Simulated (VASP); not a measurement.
## Si: relaxation of shape and atoms at fixed volume with r2SCAN

The system is Si.

```
CELL_PARAMETERS angstrom
3.76123 0.00000 0.00000
-1.88062 3.25732 0.00000
0.00000 0.00000 12.37043
ATOMIC_POSITIONS crystal
Si 0.00000 0.00000 0.40683
Si 0.00000 0.00000 0.90683
Si 0.00000 0.00000 0.09317
Si 0.00000 0.00000 0.59317
Si 0.33333 0.66667 0.34403
Si 0.66667 0.33333 0.84403
Si 0.33333 0.66667 0.15597
Si 0.66667 0.33333 0.65597
```

This isn't the form of Si at room conditions, which is diamond.

| Item | Value |
| --- | --- |
| Program | VASP 6.6.1 |
| Task | relaxation of shape and atoms at fixed volume |
| Functional | r2SCAN |
| Potentials or basis | VASP PAW PBE potentials, release 64 (Si) |
| Cutoff | 600 eV |
| k mesh | 12 × 12 × 2 |
| Occupations | gaussian, width 0.02 eV |
| Spin | no spin polarisation |
| Dipole correction | no |
| Further INCAR settings | ALGO = Normal; EDIFF = 1e-06; IBRION = 2; EDIFFG = -0.01; NSW = 50; ISIF = 4 |

- Energy gained by relaxing: 0.0 meV/atom
- Ionic steps: 2
- Pressure after relaxing: 6.6 GPa
- Largest force after relaxing: 0.006 eV/Å
- Band gap on the k mesh: 0.65 eV (least direct gap 1.83 eV)

Forces in eV/Å, atoms in the order of the input:
```
Si   0.000  0.000 -0.006
Si   0.000  0.000 -0.006
Si   0.000  0.000  0.006
Si   0.000  0.000  0.006
Si   0.000  0.000  0.006
Si   0.000  0.000  0.006
Si   0.000  0.000 -0.006
Si   0.000  0.000 -0.006
```

Final structure:
```
Si
1.0
     3.76145    0.00000    0.00000
    -1.88073    3.25751    0.00000
     0.00000    0.00000   12.36900
Si
8
Cartesian
  1.8807 3.2575 5.0321
  0.0000 0.0000 11.2166
  3.7615 0.0000 1.1524
  -1.8807 3.2575 7.3369
  0.0000 2.1717 4.2547
  1.8807 1.0858 10.4392
  0.0000 2.1717 1.9298
  1.8807 1.0858 8.1143
```

Levels at points of the mesh, in eV from the valence-band top:
| k point | band 12 | band 13 | band 14 | band 15 | band 16 | band 17 | band 18 | band 19 | band 20 | band 21 |
| --- | --- | --- | --- | --- | --- | --- | --- | --- | --- | --- |
| (0.00, 0.00, 0.00) | -0.84 | -0.84 | -0.21 | 0.00 | 0.00 | 1.83 | 2.26 | 2.47 | 2.47 | 2.68 |
| (0.50, 0.00, 0.00) | -2.58 | -2.57 | -2.48 | -1.92 | -1.46 | 0.65 | 0.95 | 1.44 | 1.58 | 1.68 |
| (0.00, 0.00, 0.50) | -1.36 | -0.34 | -0.34 | -0.34 | -0.34 | 1.98 | 1.98 | 2.83 | 2.83 | 2.83 |
| (0.50, 0.00, 0.50) | -3.10 | -2.74 | -2.74 | -1.86 | -1.86 | 0.87 | 0.87 | 2.20 | 2.20 | 2.46 |

Run time: 13 min on 1 thread of Oxide Virtual Turin-like Processor, with other jobs on the host, peak memory 0.33 GiB.

Caveat: semilocal functionals underestimate gaps, and a narrow one can read as zero; the PAW data sets were made with another functional, which shifts forces and pressure a little. A k mesh can miss the band edges.
